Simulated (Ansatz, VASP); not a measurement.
Be: VASP beside Ansatz

Contents of INCAR:

```
PREC = Accurate
ENCUT = 520
EDIFF = 1E-6
ISMEAR = -1
SIGMA = 0.1
LREAL = F
LASPH = T
NELM = 100
ALGO = Normal
ISIF = 2
LWAVE = F
LCHARG = T
LELF = T
LVHAR = T
NBANDS = 12
```

Contents of KPOINTS:

```
Automatic mesh
0
Gamma
  18 18 5
```

POSCAR

```
Be
1.0
    2.1575941605      0.0000000000      0.0000000000
   -1.0787970803      1.8685313540      0.0000000000
    0.0000000000      0.0000000000      6.8812226348
Be
4
Direct
    1.0000000000      0.0000000000      0.0000000000
    1.0000000000      0.0000000000      0.5000000000
    0.3333333333      0.6666666667      0.2500000000
    0.6666666667      0.3333333333      0.7500000000
```

Input for Ansatz:

```yaml
crystal:
  lattice:
    - [2.1575941605, 0.0, 0.0]
    - [-1.0787970803, 1.868531354, 0.0]
    - [0.0, 0.0, 6.8812226348]
  atoms:
    - { symbol: Be, position: [1.0, 0.0, 0.0] }
    - { symbol: Be, position: [1.0, 0.0, 0.5] }
    - { symbol: Be, position: [0.3333333333, 0.6666666667, 0.25] }
    - { symbol: Be, position: [0.6666666667, 0.3333333333, 0.75] }
hamiltonian:
  xc: lda
  pseudopotentials:
    kind: paw
    azcp:
      Be: "pseudopotentials/Be.paw.azcp"
basis:
  ecutwfc: 420
  fft_grid_basis: typed
kpoints:
  mp_grid: { grid: [18, 18, 5], shift: [0, 0, 0] }
magnetization:
  spin_polarized: false
scf:
  occupations: { method: fermi_dirac, width: 0.1 }
  lower_state_search: "off"
output:
  stress: true
```

Alike in both runs: task single point; functional LDA; k mesh 18 × 18 × 5; occupations fermi-dirac, width 0.1 eV; no spin polarisation.

|  | VASP | Ansatz |
| --- | --- | --- |
| version | VASP 6.6.1 | Ansatz 0.2.0 |
| potentials or method | VASP PAW LDA potentials, release 64 (Be), cutoff 520 eV | plane waves (420 eV) with PAW, scalar-relativistic |
| valence electrons in the cell | 8 | 8 |

```csv
,VASP,Ansatz,Ansatz less VASP
pressure (GPa),13.1,12.5,-0.57
"traceless stress, the component that is largest in VASP (GPa)",1.77,1.77,-0.001
```

Ansatz warns that its potentials were made for another functional, while VASP's fit it. LDA's correlation is that of Perdew and Zunger in VASP and of Perdew and Wang (1992) in Ansatz.
